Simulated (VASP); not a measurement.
**Se: single point with PBE**

The system is Se.

```
Se
1.0
     0.00000    2.86383    3.72298
     2.86383    0.00000    3.72298
     2.86383    2.86383    0.00000
Se
2
Direct
  0.50000 0.50000 0.50000
  0.75000 0.75000 0.75000
```

This cell differs from its parent crystal: ratio of the length along z to the lengths across it x 1.3, volume and fractional coordinates fixed.

- Program: VASP 6.6.1
- Task: single point
- Functional: PBE
- Potentials or basis: VASP PAW PBE potentials, release 64 (Se)
- Cutoff: 520 eV
- k mesh: 14 × 14 × 14
- Occupations: gaussian, width 0.15 eV
- Spin: no spin polarisation

The pressure is -0.8 GPa. The band gap on the k mesh is zero (band 6 reaches 2.66 eV, above the bottom of band 7 at 1.33 eV).

Stress tensor (GPa, compression positive):
```
-1.85  0.00  0.00
 0.00 -1.85  0.00
 0.00  0.00  1.21
```

Levels at points of the mesh, in eV from the Fermi level:
```csv
k point,band 2,band 3,band 4,band 5,band 6,band 7,band 8,band 9,band 10,band 11
"(0.00, 0.00, 0.00)",-10.37,-4.47,-2.70,-2.70,-0.94,-0.94,0.29,4.60,6.03,7.76
"(0.50, 0.00, 0.00)",-12.09,-4.70,-4.21,-3.21,0.29,0.50,1.24,6.62,7.19,8.41
"(0.50, 0.50, 0.00)",-13.47,-3.99,-3.99,-1.39,-1.39,1.75,1.75,5.47,5.47,9.49
"(0.50, 0.00, 0.50)",-13.12,-5.07,-5.07,-2.24,-2.24,1.80,1.80,5.93,5.93,10.76
```

Wall time 99 s on 1 thread of Intel(R) Xeon(R) Platinum 8375C CPU @ 2.90GHz (Ice Lake) (shared host), peak memory 0.3 GiB.
